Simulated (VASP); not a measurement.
Wanted: the native input for a VASP 6.6.1 run.

| Property | Result |
| --- | --- |
| Task | single point |
| Functional | PBE |
| Potentials or basis | VASP PAW PBE potentials, release 64 (Ga_d, N) |
| Cutoff | 520 eV |
| k mesh | 11 × 11 × 11 |
| Occupations | gaussian, width 0.016 eV |
| Spin | no spin polarisation |
| Dipole correction | no |
| Further INCAR settings | ALGO = Normal; EDIFF = 1e-07; NBANDS = 16 |

The structure of GaN lies in POSCAR:

```
GaN
1.0
    0.0000000000      2.1352350000      2.1352350000
    2.1352350000      0.0000000000      2.1352350000
    2.1352350000      2.1352350000      0.0000000000
Ga N
1 1
Direct
    0.0000000000      0.0000000000      0.0000000000
    0.5000000000      0.5000000000      0.5000000000
```

The input as run:

INCAR

```
PREC = Accurate
ENCUT = 520
EDIFF = 1E-7
ISMEAR = 0
SIGMA = 0.016
LREAL = F
LASPH = T
NELM = 80
ALGO = Normal
ISIF = 2
LWAVE = F
LCHARG = F
GGA = PE
NBANDS = 16
```

KPOINTS

```
regular mesh
0
Gamma
  11 11 11
```

Potentials or basis: VASP PAW PBE potentials, release 64 (Ga_d, N).

The run is started by

```sh
$ cat potpaw_PBE.64/Ga_d/POTCAR potpaw_PBE.64/N/POTCAR > POTCAR
$ mpirun -np 1 vasp_std > vasp.out
```

Results of the run:

```json
{
  "Pressure": "0.4 GPa",
  "Band gap on the k mesh": "0.54 eV, indirect (least direct gap 2.37 eV)"
}
```

Wall time 13 s on 1 thread of Intel(R) Xeon(R) Platinum 8259CL CPU @ 2.50GHz (Skylake/Cascade Lake), on a shared host, peak memory 0.15 GiB.
